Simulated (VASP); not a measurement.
Runs of VASP 6.6.1 on SnO2. The structure is that of space group Fm-3m (No. 225), or close to it. The cells are those of the table. 

| task | level | cell | k mesh | cutoff (eV) | grid for exact exchange (PRECFOCK) | share of exact exchange | screening parameter | gap on the mesh (eV) | pressure (GPa) | relaxed volume (Å³/atom) |
| --- | --- | --- | --- | --- | --- | --- | --- | --- | --- | --- |
| relaxation of cell and atoms | PBE+D4 | relaxed from a = 3.640 Å, angles 60.0°, 3 atoms | 9 × 9 × 9 | 600 | - | - | - | - | 0.0 | 11.14 |
| single point | PBE+D3(BJ) | a = 3.616 Å, angles 60.0°, 3 atoms | 9 × 9 × 9 | 520 | - | - | - | - | 0.6 | - |
| relaxation of cell and atoms | BLYP+D3(BJ) | relaxed from a = 3.640 Å, angles 60.0°, 3 atoms | 9 × 9 × 9 | 600 | - | - | - | - | 0.0 | (c) |
| single point | PBEsol-based screened hybrid with 25 % exact exchange | a = 3.640 Å, angles 60.0°, 3 atoms | 5 × 5 × 5 | 520 | Normal | 0.25 | 0.207 1/Å | 1.18 | -16.1 | - |
| single point | PBEsol | a = 3.640 Å, angles 60.0°, 3 atoms | 9 × 9 × 9 | 520 | - | - | - | none | (a) | - |
| relaxation of cell and atoms | PBEsol | relaxed from a = 3.640 Å, angles 60.0°, 3 atoms | 9 × 9 × 9 | 600 | - | - | - | - | 0.0 | 10.98 |
| single point | revPBE | a = 3.640 Å, angles 60.0°, 3 atoms | 9 × 9 × 9 | 520 | - | - | - | none | (b) | - |

Alike in all rows: no spin polarisation; smearing fermi-dirac 0.05 eV.

Estimate the missing entries.

(a) -6.5; (b) 3.1; (c) 11.31.

Caveats: some runs use coarse meshes; spin-orbit coupling is left out, which moves the levels of the heavy elements; the PAW data sets were made with another functional, which shifts forces and pressure a little (at least some runs); semilocal functionals underestimate gaps, so a narrow gap can read as zero (at least some runs); an odd mesh through Γ misses points on the zone boundary, where band edges can lie (at least some runs); the cell stands under tension (at least some runs); the cell stands under pressure (at least some runs).

A k mesh can miss the band edges, and the runs leave out spin-orbit coupling on Sn.

A gap of «none» marks levels without a gap at the run's occupations.
